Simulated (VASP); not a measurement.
# Sn in VASP: single point with PBE

Aim: the single point of Sn with PBE.

Everything below comes from runs of VASP 6.6.1. Logs are shortened: lines on timing, memory, paths and dates and some standing lists are left out, and cuts for length are marked.

### Step 1. The cell of the first run

The typed cell holds 2 atoms: a = 4.488 Å, b = 4.490 Å, c = 4.488 Å, α = 101.82°, β = 93.34°, γ = 137.44°.

This isn't the form of Sn at room conditions, which is tetragonal (white tin).

### Step 2. Single point, PBE

INCAR reads:

```
SYSTEM = Sn
  ALGO = Fast
  EDIFF = 1E-6
  ENCUT = 520
  GGA = PE
  ISIF = 2
  ISMEAR = 0
  LASPH = .TRUE.
  LCHARG = .TRUE.
  LELF = .TRUE.
  LREAL = .FALSE.
  LVHAR = .TRUE.
  LWAVE = .FALSE.
  NBANDS = 21
  NELM = 60
  PREC = Accurate
  SIGMA = 0.15
```

KPOINTS reads:

```
k-points
0
G
  12 12 12
  0 0 0
```

POSCAR reads:

```
Sn
1.0
   -2.8295250067      3.0795040554      1.6277404343
    2.8309362330     -3.0796533608      1.6306023875
    2.8293338966      3.0794622507     -1.6280142545
Sn
2
Direct
    0.6266296321      0.1266436694      0.5000663419
    0.1233703679      0.1233563306     -0.0000663419
```

Potentials or basis: VASP PAW PBE potentials, release 64 (Sn_d).

The run is started by

```sh
cat potpaw_PBE.64/Sn_d/POTCAR > POTCAR
mpirun -np 1 vasp_std > vasp.out
```

OUTCAR:

```text
SYSTEM = Sn
   EDIFF = 1E-6
   ENCUT = 520
   GGA = PE
   ISIF = 2
   ISMEAR = 0
   LASPH = .TRUE.
   LREAL = .FALSE.
   NELM = 60
   PREC = Accurate

 ion  position               nearest neighbor table
   1  0.627  0.127  0.500-   2 3.08   2 3.08   2 3.26   2 3.26   2 3.27   2 3.27
   2  0.123  0.123  1.000-   1 3.08   1 3.08   1 3.26   1 3.26   1 3.27   1 3.27

  LATTYP: Found a triclinic cell.
 ALAT       =     4.4892379535
 B/A-ratio  =     1.2608533527
 C/A-ratio  =     0.7258120787
 COS(alpha) =     0.0008903585
 COS(beta)  =     0.3634054056
 COS(gamma) =     0.6307053328

  Lattice vectors:

 A1 = (  -2.8307451229,  -3.0793129453,  -1.6303285673)
 A2 = (  -5.6602701296,   0.0001911101,  -0.0025881330)
 A3 = (  -0.0014112263,   0.0001493054,  -3.2583428218)

Analysis of symmetry for initial positions (statically):
=====================================================================
 Subroutine PRICEL returns:
 Original cell was already a primitive cell.

 Routine SETGRP: Setting up the symmetry group for a
 triclinic supercell.

 Subroutine GETGRP returns: Found  2 space group operations
 (whereof  1 operations were pure point group operations)
 out of a pool of  2 trial point group operations.

The static configuration has the point symmetry C_1 .
 The point group associated with its full space group is S_2 .

Analysis of symmetry for dynamics (positions and initial velocities):
=====================================================================
 Subroutine PRICEL returns:
 Original cell was already a primitive cell.

 Routine SETGRP: Setting up the symmetry group for a
 triclinic supercell.

 Subroutine GETGRP returns: Found  2 space group operations
 (whereof  1 operations were pure point group operations)
 out of a pool of  2 trial point group operations.

The dynamic configuration has the point symmetry C_1 .
 The point group associated with its full space group is S_2 .

 Subroutine INISYM returns: Found  2 space group operations
 (whereof  1 operations are pure point group operations),
 and found     1 'primitive' translations

----------------------------------------------------------------------------------------

                                     Primitive cell

  volume of cell :      56.7952

  direct lattice vectors                    reciprocal lattice vectors
    -2.829525007  3.079504055  1.627740434    -0.000134852  0.162378549  0.306911976
     2.830936233 -3.079653361  1.630602387     0.176529718  0.000019119  0.306828021
     2.829333897  3.079462251 -1.628014255     0.176675527  0.162370387 -0.000069080

  length of vectors
     4.487660405  4.489691406  4.487610552     0.347220063  0.353986124  0.239954974

  position of ions in fractional coordinates (direct lattice)
     0.626629632  0.126643669  0.500066342
     0.123370368  0.123356331  0.999933658

  ion indices of the primitive-cell ions
   primitive index   ion index
                 1           1
                 2           2

----------------------------------------------------------------------------------------

 KPOINTS: k-points

Automatic generation of k-mesh.
 Grid dimensions read from file:
 generate k-points for:   12   12   12

 Generating k-lattice:

  Cartesian coordinates                     Fractional coordinates (reciprocal lattice)
    -0.000011238  0.013531546  0.025575998     0.083333333  0.000000000  0.000000000
     0.014710810  0.000001593  0.025569002     0.000000000  0.083333333 -0.000000000
     0.014722961  0.013530866 -0.000005757    -0.000000000  0.000000000  0.083333333

  Length of vectors
     0.028935005  0.029498844  0.019996248

  Shift w.r.t. Gamma in fractional coordinates (k-lattice)
     0.000000000  0.000000000  0.000000000

 Subroutine IBZKPT returns following result:
 ===========================================

 Found    868 irreducible k-points:

 Following reciprocal coordinates:
            Coordinates               Weight
  0.000000  0.000000  0.000000      1.000000
  0.083333  0.000000 -0.000000      2.000000
  0.166667  0.000000  0.000000      2.000000
  0.250000  0.000000  0.000000      2.000000
  0.333333  0.000000  0.000000      2.000000
  0.416667  0.000000  0.000000      2.000000
[... 16 lines left out ...]
  0.250000  0.166667  0.000000      2.000000
  0.333333  0.166667 -0.000000      2.000000
 [... further k-points ...]
   k-points           NKPTS =    868   k-points in BZ     NKDIM =    868   number of bands    NBANDS=     21
   number of dos      NEDOS =    301   number of ions     NIONS =      2
   total plane-waves  NPLWV =  46656
   dimension x,y,z NGX =    36 NGY =   36 NGZ =   36
   dimension x,y,z NGXF=    72 NGYF=   72 NGZF=   72
   ions per type =               2
   NGX,Y,Z   is equivalent  to a cutoff of  13.34, 13.33, 13.34 a.u.
   NGXF,Y,Z  is equivalent  to a cutoff of  26.67, 26.66, 26.67 a.u.
 SYSTEM =  Sn
   PREC   = accura    normal or accurate (medium, high low for compatibility)
   ISTART =      0    job   : 0-new  1-cont  2-samecut
   ICHARG =      2    charge: 1-file 2-atom 10-const
   ISPIN  =      1    spin polarized calculation?
   LNONCOLLINEAR =      F non collinear calculations
   LSORBIT =      F    spin-orbit coupling
   LASPH  =      T    aspherical Exc in radial PAW
   ENCUT  =  520.0 eV  38.22 Ry    6.18 a.u.   8.34  8.35  8.34*2*pi/ulx,y,z
   NELM   =     60;   NELMIN=  2; NELMDL= -5     # of ELM steps
   EDIFF  = 0.1E-05   stopping-criterion for ELM
   LREAL  =      F    real-space projection
   EDIFFG = 0.1E-04   stopping-criterion for IOM
   NSW    =      0    number of steps for IOM
   IBRION =     -1    ionic relax: 0-MD 1-quasi-New 2-CG
   NFREE  =      0    steps in history (QN), initial steepest desc. (CG)
   ISIF   =      2    stress and relaxation
   ISYM   =      2    0-nonsym 1-usesym 2-fastsym
   POTIM  = 0.5000    time-step for ionic-motion
   TEBEG  =    0.0;   TEEND  =   0.0 temperature during run
   PSTRESS=    0.0 pullay stress
   NELECT =      28.0000    total number of electrons
   NUPDOWN=      -1.0000    fix difference up-down
   EMIN   =  10.00;   EMAX   =-10.00  energy-range for DOS
   EFERMI =   0.00;   METHOD = LEGACY
   ISMEAR =     0;   SIGMA  =   0.15  broadening in eV -4-tet -1-fermi 0-gaus
   EFERMI_NEDOS =   21; number of points for ismear=-14 and -15
   IALGO  =     68    algorithm
   IMIX   =      4    mixing-type and parameters
     AMIX     =   0.40;   BMIX     =  1.00
     AMIX_MAG =   1.60;   BMIX_MAG =  1.00
  volume/ion in A,a.u.               =      28.40       191.64
  Fermi-wavevector in a.u.,A,eV,Ry     =   1.293273  2.443932 22.756500  1.672556
  Thomas-Fermi vector in A             =   2.424929
   LORBIT       =      0    0 simple, 1 ext, 2 COOP (PROOUT), +10 PAW based schemes
   GGA     = PE    functional components
   LHFCALC =     F    Hartree Fock is set to
   AEXX    =    0.0000 exact exchange contribution
   IVDW    =     0    specifies the selected vdW correction
   LEPSILON=     F    determine dielectric tensor
   LRPA    =     F    only Hartree local field effects (RPA)
 non-spin polarized calculation
 RMM-DIIS sequential band-by-band and
 Gauss-broadening in eV      SIGMA  =   0.15
  energy-cutoff  :      520.00
  volume of cell :       56.80
 maximum number of plane-waves:      1552
 NGX is ok and might be reduce to    36
   NGX = 17   NGY = 17   NGZ = 17

 number of electron      27.9999991 magnetization

 Free energy of the ion-electron system (eV)
  ---------------------------------------------------
  ext. energy  EPLUGINS =         0.00000000
  ---------------------------------------------------
  free energy    TOTEN  =        -7.62203758 eV

  energy without entropy =       -7.61243919  energy(sigma->0) =       -7.61723839

 E-fermi :   7.4575     XC(G=0): -10.0979

 val. band max:        7.4569118794   @ k =   0.0833  -0.4167   0.2500
 cond. band min:       7.4619630485   @ k =   0.0833  -0.0833   0.1667
 fundamental gap:      0.0050511691
 Fermi energy:         7.4575040785

 k-point     1 :       0.0000    0.0000    0.0000
  band No.  band energies     occupation
      1     -14.1734      2.00000
      2     -14.0691      2.00000
      3     -14.0403      2.00000
      4     -14.0293      2.00000
      5     -14.0257      2.00000
      6     -13.9558      2.00000
[... 13 lines left out ...]
     20      16.0186      0.00000
     21      17.7309      0.00000

 k-point     2 :       0.0833    0.0000   -0.0000
  band No.  band energies     occupation
      1     -14.1634      2.00000
      2     -14.0564      2.00000
      3     -14.0357      2.00000
      4     -14.0272      2.00000
      5     -14.0195      2.00000
      6     -13.9588      2.00000
[... 13 lines left out ...]
     20      16.3081      0.00000
     21      16.6381      0.00000

 k-point     3 :       0.1667    0.0000    0.0000
  band No.  band energies     occupation
      1     -14.1354      2.00000
      2     -14.0303      2.00000
      3     -14.0225      2.00000
      4     -14.0220      2.00000
      5     -13.9921      2.00000
      6     -13.9662      2.00000
[... 13 lines left out ...]
     20      14.9378      0.00000
     21      17.2157      0.00000
[... 457 lines left out ...]
 k-point    23 :       0.2500    0.1667    0.0000
  band No.  band energies     occupation
      1     -14.0842      2.00000
      2     -14.0087      2.00000
      3     -14.0009      2.00000
      4     -13.9993      2.00000
      5     -13.9650      2.00000
      6     -13.9145      2.00000
[... 13 lines left out ...]
     20      14.6795      0.00000
     21      17.2825      0.00000

 k-point    24 :       0.3333    0.1667   -0.0000
  band No.  band energies     occupation
      1     -14.0548      2.00000
      2     -14.0251      2.00000
      3     -13.9966      2.00000
      4     -13.9663      2.00000
      5     -13.9437      2.00000
      6     -13.9341      2.00000
[... 13 lines left out ...]
     20      16.2575      0.00000
     21      16.7289      0.00000

 [... further k-points ...]

------------------------ aborting loop because EDIFF is reached ----------------------------------------

  FORCE on cell =-STRESS in cart. coord.  units (eV):
  Direction    XX          YY          ZZ          XY          YZ          ZX
  --------------------------------------------------------------------------------------
  -------------------------------------------------------------------------------------
  Total       -0.0127535     -0.0260530     -0.0151331      0.0004835      0.0006514     -0.0054916
  in kB       -0.3597718     -0.7349470     -0.4268998      0.0136385      0.0183759     -0.1549179
  external PRESSURE =      -0.5072062 kB  Pullay stress =       0.0000000 kB

 VOLUME and BASIS-vectors are now :
 -----------------------------------------------------------------------------
  energy-cutoff  :      520.00
  volume of cell :       56.80
      direct lattice vectors                 reciprocal lattice vectors
    -2.829525007  3.079504055  1.627740434    -0.000134852  0.162378549  0.306911976
     2.830936233 -3.079653361  1.630602387     0.176529718  0.000019119  0.306828021
     2.829333897  3.079462251 -1.628014255     0.176675527  0.162370387 -0.000069080

 POSITION                                       TOTAL-FORCE (eV/Angst)
 -----------------------------------------------------------------------------------
      0.00031      3.07963      0.41238        -0.000580     -0.001037     -0.000712
      2.82928      3.07928     -1.22595         0.000580      0.001037      0.000712
 -----------------------------------------------------------------------------------
    total drift:                               -0.000000     -0.000000      0.000000

  FREE ENERGIE OF THE ION-ELECTRON SYSTEM (eV)
  ---------------------------------------------------
  free  energy   TOTEN  =        -7.6220375772 eV

  energy  without entropy=       -7.6124391929  energy(sigma->0) =       -7.61723839
```

Wall time 20 min (1 thread of Intel Xeon Platinum 8259CL at 2.50GHz (Skylake/Cascade Lake), shared host); peak memory 0.85 GiB.

What came out:

* Free energy: -7.6220 eV
* Pressure: -0.1 GPa
* Band gap on the k mesh: zero (bands 14 and 15 overlap by 4.57 eV)

Levels at points of the mesh, in eV from the Fermi level:
```tsv
k point	band 11	band 12	band 13	band 14	band 15	band 16	band 17	band 18
(0.00, 0.00, 0.00)	-10.83	-3.66	-2.08	-1.53	3.09	5.13	5.75	6.82
(0.50, 0.00, 0.00)	-6.39	-6.36	-1.38	-1.37	0.36	0.41	2.79	2.82
(0.00, 0.50, 0.00)	-6.88	-4.42	-3.62	-2.07	-1.50	3.11	3.29	5.67
(0.50, 0.50, 0.00)	-8.66	-8.65	0.47	0.47	1.83	1.83	5.62	5.63
(0.00, 0.00, 0.50)	-8.66	-8.65	0.47	0.47	1.83	1.83	5.62	5.63
(0.50, 0.00, 0.50)	-6.87	-4.42	-3.63	-2.07	-1.51	3.10	3.27	5.70
(0.00, 0.50, 0.50)	-6.39	-6.36	-1.38	-1.37	0.36	0.41	2.79	2.82
(0.50, 0.50, 0.50)	-7.88	-6.91	-4.66	-4.43	3.34	6.93	8.49	9.46
```

Caveat: spin-orbit coupling is left out, which moves the levels of the heavy elements.
